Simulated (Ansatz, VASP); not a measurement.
# Be in VASP and in Ansatz

```
Be
1.0
     2.21420    0.00000    0.00000
    -1.10710    1.91755    0.00000
     0.00000    0.00000    3.50011
Be
2
Direct
  0.28627 0.66667 0.25000
  0.71373 0.33333 0.75000
```

Change from the starting cell: mode 4 frozen in at -0.104 Å, equal normal strain along x, y and z +0.0000.

Alike in both runs: task single point; functional PBE; dispersion D3(BJ); k mesh 24 × 24 × 12; occupations gaussian, width 0.15 eV; no spin polarisation.

|  | VASP | Ansatz |
| --- | --- | --- |
| version | VASP 6.6.1 | Ansatz 0.2.0 |
| potentials or method | VASP PAW PBE potentials, release 64 (Be), cutoff 520 eV | scalar-relativistic, plane waves, PAW |
| valence electrons in the cell | 4 | 4 |

```tsv
	VASP	Ansatz	Ansatz less VASP
gap on the k mesh at the Fermi level (eV)	none	none	-
pressure (GPa)	1.1	0.9	-0.19
traceless stress, the component that is largest in VASP (GPa)	6.32	6.29	-0.025
rms of the force components (eV/Å)	0.467	0.467	0.0000
```

Atom by atom the forces differ by 0.000 eV/Å (rms over components). A gap of «none» marks a metal or a gap that the smearing closes.
